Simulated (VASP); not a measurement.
Set up this calculation in VASP 6.6.1, as the native input.

| Property | Result |
| --- | --- |
| Task | single point |
| Functional | LDA |
| Potentials or basis | VASP PAW LDA potentials, release 64 (Al) |
| Cutoff | 520 eV |
| k mesh | 6 × 6 × 1 |
| Occupations | gaussian, width 0.1 eV |
| Spin | no spin polarisation |
| Dipole correction | yes |
| Further INCAR settings | ALGO = Normal; EDIFF = 1e-06; NBANDS = 32 |

The structure of Al lies in POSCAR:

```
Al
1.0
    5.6336864727      0.0000000000      0.0000000000
   -2.8168432363      4.8789156023      0.0000000000
    0.0000000000      0.0000000000     20.0321727095
Al
13
Direct
    0.3333333333      0.1666666667      0.1996787896
    0.3333333333      0.6666666667      0.1996787896
    0.8333333333      0.1666666667      0.1996787896
    0.8333333333      0.6666666667      0.1996787896
    0.1666666667      0.3333333333      0.3128097176
    0.1666666667      0.8333333333      0.3128097176
    0.6666666667      0.3333333333      0.3128097176
    0.6666666667      0.8333333333      0.3128097176
    0.0000000000      0.0000000000      0.4259234799
    0.0000000000      0.5000000000      0.4259234799
    0.5000000000      0.0000000000      0.4259234799
    0.5000000000      0.5000000000      0.4259234799
    0.0000000000      0.0833333333      0.5480892820
```

These files were run (other wordings do the same):

INCAR

```
SYSTEM = Al
PREC     = Accurate       ! precision mode
ENCUT    = 520            ! plane-wave cutoff, eV
EDIFF    = 1E-6           ! SCF threshold, eV
ISMEAR   = 0              ! smearing method
SIGMA    = 0.1            ! smearing width, eV
LREAL    = .False.        ! projectors in reciprocal space
LASPH    = .True.         ! aspherical terms in the spheres
NELM     = 80             ! most SCF steps
ALGO     = Normal         ! electronic algorithm
ISIF     = 2              ! what is computed and relaxed
LWAVE    = .False.        ! write WAVECAR
LCHARG   = .True.         ! write CHGCAR
LDIPOL   = .True.       
IDIPOL   = 3            
DIPOL    = 0.5 0.5 0.331
GGA      = CA             ! functional
LELF     = .True.         ! ELF
LVHAR    = .True.       
LVACPOTAV= .True.       
NBANDS   = 32             ! bands
```

KPOINTS

```
Automatic mesh
0
Gamma
  6 6 1
  0 0 0
```

Potentials or basis: VASP PAW LDA potentials, release 64 (Al).

Run with:

```sh
$ cat potpaw_LDA.64/Al/POTCAR > POTCAR
$ mpirun -np 1 vasp_std > vasp.out
```

Results of the run:

The largest force is 0.911 eV/Å and the band gap on the k mesh is zero (an odd number of electrons rules out a gap without spin polarisation).

It took 6.9 min on 1 thread of Intel(R) Xeon(R) 6975P-C (Granite Rapids), with other jobs on the host, peak memory 0.56 GiB.
